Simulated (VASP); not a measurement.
Wanted: the native input for a VASP 6.6.1 run.

| Item | Value |
| --- | --- |
| Task | single point |
| Functional | LDA |
| Potentials or basis | VASP PAW LDA potentials, release 64 (Ti_sv, Al) |
| Cutoff | 520 eV |
| k mesh | 12 × 12 × 12 |
| Occupations | gaussian, width 0.15 eV |
| Spin | no spin polarisation |
| Dipole correction | no |
| Further INCAR settings | ALGO = Fast; EDIFF = 1e-06; NBANDS = 27 |

The structure of TiAl2 lies in POSCAR:

```
TiAl2
1.0
    1.9840362136     -6.1348531186      0.0000000000
    1.9840362136      6.1348531186      0.0000000000
    0.0000000000      0.0000000000      3.7266182939
Ti Al
2 4
Direct
    0.6560576955      0.3439423045      0.0000000000
    0.3439423045      0.6560576955      0.0000000000
    0.0000000000      0.0000000000      0.0000000000
    0.8269820961      0.1730179039      0.5000000000
    0.1730179039      0.8269820961      0.5000000000
    0.5000000000      0.5000000000      0.5000000000
```

These files were run (other wordings do the same):

INCAR

```
ALGO = Fast
EDIFF = 1E-6
ENCUT = 520
ISIF = 2
ISMEAR = 0
LASPH = T
LCHARG = T
LELF = T
LREAL = F
LVHAR = T
LWAVE = F
NBANDS = 27
NELM = 100
PREC = Accurate
SIGMA = 0.15
```

KPOINTS

```
k-points
0
Gamma
  12 12 12
```

Potentials or basis: VASP PAW LDA potentials, release 64 (Ti_sv, Al).

Command:

```console
$ cat potpaw_LDA.64/Ti_sv/POTCAR potpaw_LDA.64/Al/POTCAR > POTCAR
$ mpirun -np 1 vasp_std > vasp.out
```

It gave:

```json
{
  "Pressure": "0.2 GPa",
  "Largest force": "0.154 eV/Å",
  "Band gap on the k mesh": "zero (bands 18 and 19 overlap by 1.64 eV)"
}
```

Caveat: the stress differs along the axes, from -3 to 7 GPa.

Run time: 16 min on 1 thread of Intel(R) Xeon(R) 6975P-C (Granite Rapids) (shared host), peak memory 0.66 GiB.
